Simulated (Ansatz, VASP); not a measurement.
## One calculation of Zr, two programs

```
Zr
1.0
     4.90983    0.00000    0.00000
    -2.45492    4.25204    0.00000
     0.00000    0.00000   11.97800
Zr
8
Direct
  0.00000 0.00000 0.11623
  0.00000 0.00000 0.61623
  0.00000 0.00000 0.38377
  0.00000 0.00000 0.88377
  0.33333 0.66667 0.99996
  0.66667 0.33333 0.49996
  0.33333 0.66667 0.50004
  0.66667 0.33333 0.00004
```

Alike in both runs: functional PBE; k mesh 6 × 6 × 2; occupations gaussian, width 0.1 eV; no spin polarisation.

Ansatz relaxed the structure, and its values are those at the end. VASP's run is a single point on that final structure, the one shown.

|  | VASP | Ansatz |
| --- | --- | --- |
| version | VASP 6.6.1 | Ansatz 0.2.0 |
| potentials or method | VASP PAW PBE potentials, release 64 (Zr_sv), cutoff 520 eV | scalar-relativistic, plane waves, PAW |
| valence electrons in the cell | 96 | 96 |

```tsv
	VASP	Ansatz	Ansatz less VASP
gap on the k mesh at the Fermi level (eV)	none	none	-
pressure (GPa)	0.1	0.1	0.00
rms of the force components (eV/Å)	0.010	0.006	-0.0032
```

A gap of «none» marks a metal or a gap that the smearing closes.
